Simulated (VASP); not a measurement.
InSe: single point with PBE+D3(BJ)

InSe, a slab with vacuum:

```
Se In
1.0
     4.09400    0.00000    0.00000
    -2.04700    3.54551    0.00000
     0.00000    0.00000   36.71996
Se In
2 2
Cartesian
  0.0000 0.0000 15.7835
  0.0000 0.0000 20.9355
  2.0470 1.1818 17.0228
  2.0470 1.1818 19.6962
```

- Program: VASP 6.6.1
- Task: single point
- Functional: PBE
- Dispersion: D3(BJ)
- Potentials or basis: VASP PAW PBE potentials, release 64 (Se, In_d)
- Cutoff: 520 eV
- k mesh: 9 × 9 × 1
- Occupations: gaussian, width 0.02 eV
- Spin: no spin polarisation
- Dipole correction: yes
- Further INCAR settings: ALGO = Normal; EDIFF = 1e-06; NBANDS = 27

- Largest force: 0.645 eV/Å
- Band gap on the k mesh: 1.34 eV (least direct gap 1.42 eV)
- Dispersion energy per atom: -0.220 eV

Forces on the atoms (eV/Å):
```
Se   0.000  0.000 -0.152
Se   0.000  0.000  0.152
In   0.000  0.000 -0.645
In   0.000  0.000  0.645
```

Levels at points of the mesh, in eV from the valence-band top:
| k point | band 16 | band 17 | band 18 | band 19 | band 20 | band 21 | band 22 | band 23 |
| --- | --- | --- | --- | --- | --- | --- | --- | --- |
| (0.00, 0.00, 0.00) | -0.74 | -0.64 | -0.64 | -0.07 | 1.34 | 2.55 | 4.61 | 4.61 |

Run time: 8 min on 1 thread of Intel Xeon 8259CL, with other jobs on the host, peak memory 0.61 GiB.

Caveat: spin-orbit coupling is left out, which moves the levels of the heavy elements.
